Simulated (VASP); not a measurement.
Write the native input for VASP 6.6.1 that does the following.

* Task: electric field gradients
* Functional: PBE
* Potentials or basis: VASP PAW PBE potentials, release 64 (Si, O)
* Cutoff: 520 eV
* k mesh: 5 × 5 × 4
* Occupations: fermi-dirac, width 0.02 eV
* Spin: no spin polarisation
* Dipole correction: no
* Further INCAR settings: ALGO = Normal; EDIFF = 1e-08; NBANDS = 44

The structure of SiO2 (Cristobalite) lies in POSCAR:

```
SiO2
1.0
    4.9860000000      0.0000000000      0.0000000000
    0.0000000000      4.9860000000      0.0000000000
    0.0000000000      0.0000000000      6.9770000000
Si O
4 8
Direct
    0.2988200000      0.2988200000      0.0000000000
    0.2011800000      0.7988200000      0.2500000000
    0.7011800000      0.7011800000      0.5000000000
    0.7988200000      0.2011800000      0.7500000000
    0.2407800000      0.1017100000      0.1766300000
    0.3982900000      0.7407800000      0.4266300000
    0.7592200000      0.8982900000      0.6766300000
    0.6017100000      0.2592200000      0.9266300000
    0.7407800000      0.3982900000      0.5733700000
    0.8982900000      0.7592200000      0.3233700000
    0.2592200000      0.6017100000      0.0733700000
    0.1017100000      0.2407800000      0.8233700000
```

These files were run (other wordings do the same):

INCAR

```
SYSTEM = SiO2
ALGO = Normal
EDIFF = 1E-8
ENCUT = 520
GGA = PE
ISIF = 2
ISMEAR = -1
LASPH = .TRUE.
LCHARG = .FALSE.
LEFG = .TRUE.
LREAL = .FALSE.
LWAVE = .FALSE.
NBANDS = 44
NELM = 80
PREC = Accurate
SIGMA = 0.02
```

KPOINTS

```
k-points
0
G
  5 5 4
  0 0 0
```

Potentials or basis: VASP PAW PBE potentials, release 64 (Si, O).

Launch:

```console
$ cat potpaw_PBE.64/Si/POTCAR potpaw_PBE.64/O/POTCAR > POTCAR
$ mpirun -np 1 vasp_std > vasp.out
```

It gave:

```
Pressure               : 6.9 GPa
Largest force          : 0.467 eV/Å
Band gap on the k mesh : 5.77 eV, direct
```

Caveat: without QUAD_EFG the Cq values of the log hold for a quadrupole moment of 1 mb, not for the nuclei.

It took 3.9 min on 1 thread of Intel Xeon 8259CL (shared host), peak memory 0.31 GiB.
